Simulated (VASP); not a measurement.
Wanted: the native input for a VASP 6.6.1 run.

```
Task                   : single point
Functional             : r2SCAN
Dispersion             : D3(BJ)
Potentials or basis    : VASP PAW PBE potentials, release 64 (Pb_d, S)
Cutoff                 : 550 eV
k mesh                 : 10 × 10 × 10
Occupations            : gaussian, width 0.05 eV
Spin                   : no spin polarisation
Dipole correction      : no
Further INCAR settings : ALGO = Normal; EDIFF = 1e-06; NBANDS = 17
```

PbS:

```
Pb S
1.0
     3.65772    0.00000    0.00000
     0.00000    3.65772    0.00000
     0.00000    0.00000    3.65772
Pb S
1 1
Cartesian
  0.0000 0.0000 0.0000
  1.8289 1.8289 1.8289
```

This cell differs from its parent crystal: volume scaled by 1.040.

These files were run (other wordings do the same):

POSCAR

```
PbS
1.0
    3.6577223387      0.0000000000      0.0000000000
    0.0000000000      3.6577223387      0.0000000000
    0.0000000000      0.0000000000      3.6577223387
Pb S
1 1
Direct
    0.0000000000      0.0000000000      0.0000000000
    0.5000000000      0.5000000000      0.5000000000
```

INCAR.step1

```
PREC     = Accurate       # precision mode
ENCUT    = 550            # plane-wave cutoff, eV
ISMEAR   = 0              # smearing method
SIGMA    = 0.05           # smearing width, eV
LREAL    = False          # projectors in reciprocal space
LASPH    = True           # aspherical terms in the spheres
NELM     = 120            # most SCF steps
NBANDS   = 17             # bands
GGA      = PE             # functional
ALGO     = Normal         # electronic algorithm
EDIFF    = 1E-5           # SCF threshold, eV
LWAVE    = True           # write WAVECAR
LCHARG   = False          # write CHGCAR
GGA_COMPAT= False
```

INCAR.step2

```
PREC     = Accurate       # precision mode
ENCUT    = 550            # plane-wave cutoff, eV
EDIFF    = 1E-6           # SCF threshold, eV
ISMEAR   = 0              # smearing method
SIGMA    = 0.05           # smearing width, eV
LREAL    = False          # projectors in reciprocal space
LASPH    = True           # aspherical terms in the spheres
NELM     = 120            # most SCF steps
ALGO     = Normal         # electronic algorithm
ISIF     = 2              # what is computed and relaxed
LWAVE    = False          # write WAVECAR
LCHARG   = False          # write CHGCAR
METAGGA  = R2SCAN         # meta-GGA
LMIXTAU  = True         
IVDW     = 12             # dispersion correction
VDW_S6   = 1.0          
VDW_S8   = 0.78981345   
VDW_A1   = 0.49484001   
VDW_A2   = 5.73083694   
NBANDS   = 17             # bands
ISTART   = 1            
GGA_COMPAT= False
```

KPOINTS

```
regular mesh
0
Gamma
  10 10 10
```

Potentials or basis: VASP PAW PBE potentials, release 64 (Pb_d, S).

Launch:

```bash
$ cat potpaw_PBE.64/Pb_d/POTCAR potpaw_PBE.64/S/POTCAR > POTCAR
$ cp INCAR.step1 INCAR
$ mpirun -np 1 vasp_std > vasp.out
$ cp INCAR.step2 INCAR
$ mpirun -np 1 vasp_std > vasp.out
```

It gave:

The pressure is -2.1 GPa. The band gap on the k mesh is zero (band 10 reaches 5.88 eV, above the bottom of band 11 at 5.69 eV). The dispersion energy per atom is -0.174 eV.

Caveat: the PAW data sets were made with another functional, which shifts forces and pressure a little; spin-orbit coupling is left out, which moves the levels of the heavy elements; pairwise dispersion overbinds metals, which lowers pressure and volume.

Run time: 3.2 min on 1 thread of AMD EPYC 9R45 (Zen 5), on a shared host, peak memory 0.17 GiB.
